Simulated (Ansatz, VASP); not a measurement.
In: VASP beside Ansatz

INCAR

```
PREC = Accurate ; ENCUT = 520
EDIFF = 1E-6 ; ISMEAR = -1
SIGMA = 0.05 ; LREAL = False
LASPH = True ; NELM = 80
ALGO = Fast ; ISIF = 2
LWAVE = False ; LCHARG = True
GGA = CA ; LELF = True
LVHAR = True ; NBANDS = 12
```

Contents of KPOINTS:

```
regular mesh
0
Gamma
  10 10 10
```

The input POSCAR:

```
In
1.0
   -1.8440955744      1.8440955744      1.8440955744
    1.8440955744     -1.8440955744      1.8440955744
    1.8440955744      1.8440955744     -1.8440955744
In
1
Direct
    0.0000000000      0.0000000000      0.0000000000
```

The input input.yaml:

```yaml
crystal:
  lattice:
    - [-1.8440955744, 1.8440955744, 1.8440955744]
    - [1.8440955744, -1.8440955744, 1.8440955744]
    - [1.8440955744, 1.8440955744, -1.8440955744]
  atoms:
    - { symbol: In, position: [0.0, 0.0, 0.0] }
kpoints:
  mp_grid: { grid: [10, 10, 10] }
scf:
  occupations: { method: fermi_dirac, width: 0.05 }
hamiltonian:
  xc: lda
  pseudopotentials: { kind: all_electron, lapw: { basis_error: 0.001 } }
output:
  forces: true
  stress: true
  eigenvalues: true
```

Change from the starting cell: volume scaled by 0.94.

Alike in both runs: task single point; functional LDA; k mesh 10 × 10 × 10; occupations fermi-dirac, width 0.05 eV; no spin polarisation.

|  | VASP | Ansatz |
| --- | --- | --- |
| version | VASP 6.6.1 | Ansatz 0.2.0 |
| potentials or method | VASP PAW LDA potentials, release 64 (In_d), cutoff 520 eV | all-electron LAPW, scalar-relativistic |

```csv
,VASP,Ansatz,Ansatz less VASP
gap on the k mesh at the Fermi level (eV),none,none,-
pressure (GPa),-0.5,-0.5,-0.02
```

LDA's correlation is that of Perdew and Zunger in VASP and of Perdew and Wang (1992) in Ansatz. A gap of «none» marks a metal or a gap that the smearing closes. Ansatz ran all-electron here, and VASP with PAW potentials.
